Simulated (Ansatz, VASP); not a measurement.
# C: VASP beside Ansatz

```
C
1.0
     2.18187   -2.52617    0.00000
     2.18187    2.52617    0.00000
     0.00000    0.00000    4.37047
C
8
Direct
  0.31555 0.04586 0.41031
  0.45414 0.18445 0.08969
  0.04586 0.31555 0.58969
  0.18445 0.45414 0.91031
  0.95414 0.68445 0.41031
  0.68445 0.95414 0.58969
  0.81555 0.54586 0.08969
  0.54586 0.81555 0.91031
```

Alike in both runs: functional PBE; k mesh 8 × 8 × 6; occupations gaussian, width 0.02 eV; no spin polarisation.

Ansatz relaxed the structure, and its values are those at the end. VASP's run is a single point on that final structure, the one shown.

```csv
,VASP,Ansatz
version,VASP 6.6.1,Ansatz 0.2.0
potentials or method,"VASP PAW PBE potentials, release 64 (C), cutoff 520 eV","scalar-relativistic, plane waves, PAW"
valence electrons in the cell,32,32
```

|  | VASP | Ansatz | Ansatz less VASP |
| --- | --- | --- | --- |
| gap on the k mesh at the Fermi level (eV) | 2.74 | 2.76 | +0.018 |
| least direct gap on the mesh (eV) | 4.63 | 4.65 | +0.016 |
| pressure (GPa) | 0.6 | 0.0 | -0.57 |

With one functional, cell and mesh, what is left measures potentials, basis and numerics.
